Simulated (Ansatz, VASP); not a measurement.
# HfZrGe4 in VASP and in Ansatz

```
Zr Hf Ge
1.0
     4.89681    0.00000    0.00000
     0.00000    4.89681    0.00000
     0.00000    0.00000    5.56987
Zr Hf Ge
1 1 4
Direct
  0.50000 0.50000 0.50000
  0.00000 0.00000 0.00000
  0.50000 0.00000 0.75532
  0.00000 0.50000 0.24468
  0.50000 0.00000 0.24468
  0.00000 0.50000 0.75532
```

Change from the starting cell: species swapped into the Mg4SiGe type (P4/mmm, No. 123).

Alike in both runs: functional PBE; k mesh 8 × 8 × 6; occupations gaussian, width 0.1 eV; no spin polarisation.

Ansatz relaxed the structure, and its values are those at the end. VASP's run is a single point on that final structure, the one shown.

|  | VASP | Ansatz |
| --- | --- | --- |
| version | VASP 6.6.1 | Ansatz 0.2.0 |
| potentials or method | VASP PAW PBE potentials, release 64 (Zr_sv, Hf_pv, Ge_d), cutoff 520 eV | scalar-relativistic, plane waves, PAW |
| valence electrons in the cell | 78 | 94 |

```tsv
	VASP	Ansatz	Ansatz less VASP
gap on the k mesh at the Fermi level (eV)	none	none	-
pressure (GPa)	-0.1	0.0	+0.09
rms of the force components (eV/Å)	0.007	0.001	-0.0065
```

A gap of «none» marks a metal or a gap that the smearing closes. VASP's potentials hold 78 valence electrons a cell and Ansatz's 94, so a difference there can come from the potentials and not from the codes.

Spin-orbit coupling is off throughout.
